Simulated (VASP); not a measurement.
**ZrH3: single point with LDA**

ZrH3:

```
Zr H
1.0
     3.20231    0.00000    0.00000
     0.00000    3.20231    0.00000
     0.00000    0.00000    3.20231
Zr H
1 3
Cartesian
  0.0000 0.0000 0.0000
  0.0000 1.6012 1.6012
  1.6012 0.0000 1.6012
  1.6012 1.6012 0.0000
```

- Program: VASP 6.6.1
- Task: single point
- Functional: LDA
- Potentials or basis: VASP PAW LDA potentials, release 64 (Zr_sv, H)
- Cutoff: 520 eV
- k mesh: 7 × 7 × 7
- Occupations: fermi-dirac, width 0.2 eV
- Spin: no spin polarisation

| Quantity | Value |
| --- | --- |
| Pressure | -14.2 GPa |

Levels at points of the mesh, in eV from the Fermi level:
```tsv
k point	band 3	band 4	band 5	band 6	band 7	band 8	band 9	band 10	band 11	band 12
(0.00, 0.00, 0.00)	-27.08	-27.08	-9.75	-3.90	-3.90	3.31	3.31	3.31	5.50	5.50
```

Run time: 4.5 s on 1 thread of Intel(R) Xeon(R) Platinum 8488C (Sapphire Rapids) (shared host), peak memory 0.12 GiB.
